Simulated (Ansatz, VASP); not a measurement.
**Ir: VASP beside Ansatz**

Contents of INCAR:

```
PREC = Accurate ; ENCUT = 420
EDIFF = 1E-8 ; ISMEAR = -1
SIGMA = 0.03 ; LREAL = F
LASPH = T ; NELM = 200
ALGO = Normal ; ISIF = 2
LWAVE = F ; LCHARG = F
LNONCOLLINEAR = T ; MAGMOM = 0 0 0
LORBIT = 11 ; LSORBIT = T
GGA_COMPAT = F ; LORBMOM = T
LMAXMIX = 4 ; GGA = PE
LEFG = T ; NBANDS = 28
```

Contents of KPOINTS:

```
Automatic mesh
0
Gamma
  18 18 18
```

File POSCAR:

```
Ir
1.0
    0.0000000000      1.9269646676      1.9269646676
    1.9269646676      0.0000000000      1.9269646676
    1.9269646676      1.9269646676      0.0000000000
Ir
1
Direct
    0.0000000000      0.0000000000      0.0000000000
```

Input for Ansatz:

```yaml
crystal:
  lattice:
    - [0.0, 1.9269646676, 1.9269646676]
    - [1.9269646676, 0.0, 1.9269646676]
    - [1.9269646676, 1.9269646676, 0.0]
  atoms:
    - { symbol: Ir, position: [0.0, 0.0, 0.0] }
kpoints:
  mp_grid: { grid: [18, 18, 18] }
  band_path:
    path:
      - [0.0, 0.0, 0.0]
      - [0.5, 0.0, 0.5]
      - [0.625, 0.25, 0.625]
      - [0.375, 0.375, 0.75]
      - [0.0, 0.0, 0.0]
      - [0.5, 0.5, 0.5]
      - [0.5, 0.25, 0.75]
      - [0.5, 0.0, 0.5]
    npoints: 5
scf:
  occupations: { method: fermi_dirac, width: 0.03 }
hamiltonian:
  xc: pbe
  pseudopotentials: { kind: paw_fr }
output:
  forces: true
  stress: true
  eigenvalues: true
  efg: { contact_densities: true }
magnetization:
  noncollinear: true
  spin_orbit: true
```

Alike in both runs: task electric field gradients; functional PBE; k mesh 18 × 18 × 18; occupations fermi-dirac, width 0.03 eV; non-collinear spin, spin-orbit coupling.

|  | VASP | Ansatz |
| --- | --- | --- |
| version | VASP 6.6.1 | Ansatz 0.2.0 |
| potentials or method | VASP PAW PBE potentials, release 64 (Ir_sv_GW) | PAW with Ansatz's default frozen-core files, fully relativistic files with spin-orbit coupling |
| plane-wave cutoff (eV) | 420 | 420 |
| valence electrons in the cell | 17 | 17 |

```tsv
	VASP	Ansatz	Ansatz less VASP
net moment per atom (μB)	0.00	0.00	0.000
```
